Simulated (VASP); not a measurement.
TeW:

```
W Te
1.0
     0.00000    2.78283    2.78283
     2.78283    0.00000    2.78283
     2.78283    2.78283    0.00000
W Te
1 1
Direct
  0.00000 0.00000 0.00000
  0.50000 0.50000 0.50000
```

Base run:

```yaml
Program: VASP 6.6.1
Functional: PBEsol
Potentials_or_basis: VASP PAW PBE potentials, release 64 (W_sv, Te)
Cutoff: 520 eV
k_mesh: 14 × 14 × 14
Occupations: gaussian, width 0.1 eV
Spin: collinear spin
Starting_moments: "[0.5, 0.0] μB"
```

Its results: pressure -2.9 GPa; net moment 0.00 μB per cell.

Task: The run is repeated on the same cell with these changes: moments at the start from [0.5, 0.0] to [2.5, 0.0]. What comes out?

Result: Pressure 0.2 GPa; net moment 1.89 μB per cell; site moments W +1.50; Te -0.01 μB.

Caveats: the PAW data sets were made with another functional, which shifts forces and pressure a little.
